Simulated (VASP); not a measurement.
Write the native input for VASP 6.6.1 that does the following.

* Task: single point
* Functional: PBE
* Potentials or basis: VASP PAW PBE potentials, release 64 (Gd, O)
* Cutoff: 800 eV
* k mesh: 4 × 4 × 2
* Occupations: gaussian, width 0.2 eV
* Spin: collinear spin, ferromagnetic start
* Starting moments: [7.0, 7.0, 7.0, 0.0, 0.0, 0.0, 0.0, 0.0] μB
* Dipole correction: no
* Second try: not_converged
* Further INCAR settings: ALGO = All; EDIFF = 1e-06; NBANDS = 56

The structure of Gd3O5 lies in POSCAR:

```
Gd3O5
1.0
    3.8033616524      0.0000000000      0.0000000000
    0.0000000000      3.8033616524      0.0000000000
    0.0000000000      0.0000000000      8.5216701742
Gd O
3 5
Direct
    0.0000000000      0.0000000000      0.0000000000
    0.5000000000      0.5000000000      0.2964438867
    0.5000000000      0.5000000000      0.7035561133
    0.0000000000      0.5000000000      0.8331329021
    0.5000000000      0.0000000000      0.8331329021
    0.0000000000      0.5000000000      0.1668670979
    0.5000000000      0.0000000000      0.1668670979
    0.0000000000      0.0000000000      0.5000000000
```

The input as run:

INCAR

```
SYSTEM = Gd3O5
PREC     = Accurate       ! precision mode
ENCUT    = 800            ! plane-wave cutoff, eV
EDIFF    = 1E-6           ! SCF threshold, eV
ISMEAR   = 0              ! smearing method
SIGMA    = 0.2            ! smearing width, eV
LREAL    = .FALSE.        ! projectors in reciprocal space
LASPH    = .TRUE.         ! aspherical terms in the spheres
NELM     = 300            ! most SCF steps
ALGO     = All            ! electronic algorithm
ISIF     = 2              ! what is computed and relaxed
LWAVE    = .FALSE.        ! write WAVECAR
LCHARG   = .TRUE.         ! write CHGCAR
ISPIN    = 2              ! spin polarisation
MAGMOM   = 7 7 7 0 0 0 0 0 ! initial moments
LORBIT   = 11             ! projections on sites
LMAXMIX  = 6              ! l up to which the mixer works
GGA      = PE             ! functional
LVHAR    = .TRUE.       
NBANDS   = 56             ! bands
GGA_COMPAT= .FALSE.      
ISEARCH  = 1            
KPAR     = 4
```

KPOINTS

```
Automatic mesh
0
G
  4 4 2
  0 0 0
```

Potentials or basis: VASP PAW PBE potentials, release 64 (Gd, O).

The run is started by

```console
$ cat potpaw_PBE.64/Gd/POTCAR potpaw_PBE.64/O/POTCAR > POTCAR
$ mpirun -np 4 vasp_std > vasp.out
```

Results of the run:

```
Pressure                                              : 1.0 GPa
Largest force                                         : 0.081 eV/Å
Band gap on the k mesh                                : zero (filled and empty bands overlap)
Net moment                                            : 20.00 μB per cell
Site moments                                          : Gd +6.71, +6.76 (each value once); O -0.09, -0.42 (each value once) μB
Valence electrons inside the program's atomic spheres : Gd 15.16, 15.25 (each value once); O 5.05, 4.77 (each value once)
```

Caveat: the k points lie up to 0.41 Å⁻¹ apart; spin-orbit coupling is left out, which moves the levels of the heavy elements; semilocal functionals describe open f shells poorly, which spoils levels, moments and volumes.

Wall time 7.3 min on 4 MPI ranks on Intel(R) Xeon(R) 6975P-C (Granite Rapids), on a shared host, peak memory 0.78 GiB a rank.
